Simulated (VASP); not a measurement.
Wanted: the native input for a VASP 6.6.1 run.

```
Task                   : single point
Functional             : PBE
Potentials or basis    : VASP PAW PBE potentials, release 64 (O, Mg, S)
Cutoff                 : 520 eV
k mesh                 : 4 × 4 × 4
Occupations            : gaussian, width 0.01 eV
Spin                   : no spin polarisation
Dipole correction      : no
Further INCAR settings : ALGO = Normal; EDIFF = 1e-06; NBANDS = 16
```

The structure of Mg2SO lies in POSCAR:

```
Mg2SO
1.0
    3.6748651668      0.0000000000      0.0000000000
    0.0000000000      3.6748651668      0.0000000000
    0.0000000000      0.0000000000      4.8839686242
O Mg S
1 2 1
Direct
    0.0000000000      0.0000000000      0.0000000000
    0.0000000000      0.5000000000      0.8113170150
    0.5000000000      0.0000000000      0.1886829850
    0.5000000000      0.5000000000      0.5000000000
```

These files were run (other wordings do the same):

INCAR

```
SYSTEM = Mg2SO
PREC = Accurate ; ENCUT = 520
EDIFF = 1E-6 ; ISMEAR = 0
SIGMA = 0.01 ; LREAL = .FALSE.
LASPH = .TRUE. ; NELM = 80
ALGO = Normal ; ISIF = 2
LWAVE = .FALSE. ; LCHARG = .FALSE.
GGA = PE ; NBANDS = 16
```

KPOINTS

```
Automatic mesh
0
G
  4 4 4
  0 0 0
```

Potentials or basis: VASP PAW PBE potentials, release 64 (O, Mg, S).

Launch:

```console
$ cat potpaw_PBE.64/O/POTCAR potpaw_PBE.64/Mg/POTCAR potpaw_PBE.64/S/POTCAR > POTCAR
$ mpirun -np 1 vasp_std > vasp.out
```

It gave:

| Property | Result |
| --- | --- |
| Pressure | 1.8 GPa |
| Largest force | 0.018 eV/Å |
| Band gap on the k mesh | 1.61 eV (least direct gap 1.76 eV) |

Caveat: the k points lie up to 0.43 Å⁻¹ apart.

It took 25 s on 1 thread of Intel Xeon 8259CL, on a shared host, peak memory 0.18 GiB.
